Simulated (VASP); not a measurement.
Write the native input for VASP 6.6.1 that does the following.

```yaml
Task: single point
Functional: PBEsol
Potentials_or_basis: VASP PAW PBE potentials, release 64 (Pt, S)
Cutoff: 520 eV
k_mesh: 12 × 12 × 8
Occupations: gaussian, width 0.05 eV
Spin: no spin polarisation
Dipole_correction: no
Further_INCAR_settings: ALGO = Normal; EDIFF = 1e-06; NBANDS = 18
```

The structure of PtS2 lies in POSCAR:

```
PtS2
1.0
    3.5431994758      0.0000000000      0.0000000000
   -1.7715997379      3.0685007567      0.0000000000
    0.0000000000      0.0000000000      5.0388000000
Pt S
1 2
Direct
    0.0000000000      0.0000000000      0.0000000000
    0.3333333333      0.6666666667      0.2797689926
    0.6666666667      0.3333333333      0.7500000000
```

This cell differs from its parent crystal: atom 2 (S) moved by (+0.000, +0.150) A along [1 1 0] and z.

These files were run (other wordings do the same):

INCAR

```
  PREC = Accurate
  ENCUT = 520
  EDIFF = 1E-6
  ISMEAR = 0
  SIGMA = 0.05
  LREAL = F
  LASPH = T
  NELM = 100
  ALGO = Normal
  ISIF = 2
  LWAVE = F
  LCHARG = F
  GGA = PS
  NBANDS = 18
```

KPOINTS

```
regular mesh
0
Gamma
  12 12 8
```

Potentials or basis: VASP PAW PBE potentials, release 64 (Pt, S).

Run with:

```console
$ cat potpaw_PBE.64/Pt/POTCAR potpaw_PBE.64/S/POTCAR > POTCAR
$ mpirun -np 1 vasp_std > vasp.out
```

It gave:

```
Pressure               : -7.7 GPa
Largest force          : 1.885 eV/Å
Band gap on the k mesh : 0.05 eV (least direct gap 0.64 eV)
```

Caveat: the cell differs from its parent crystal (atom 2 (S) moved by (+0.000, +0.150) A along [1 1 0] and z); the cell stands under tension; the PAW data sets were made with another functional, which shifts forces and pressure a little; spin-orbit coupling is left out, which moves the levels of the heavy elements.

Wall time 43 s on 1 thread of Intel(R) Xeon(R) 6975P-C (Granite Rapids) (shared host), peak memory 0.26 GiB.
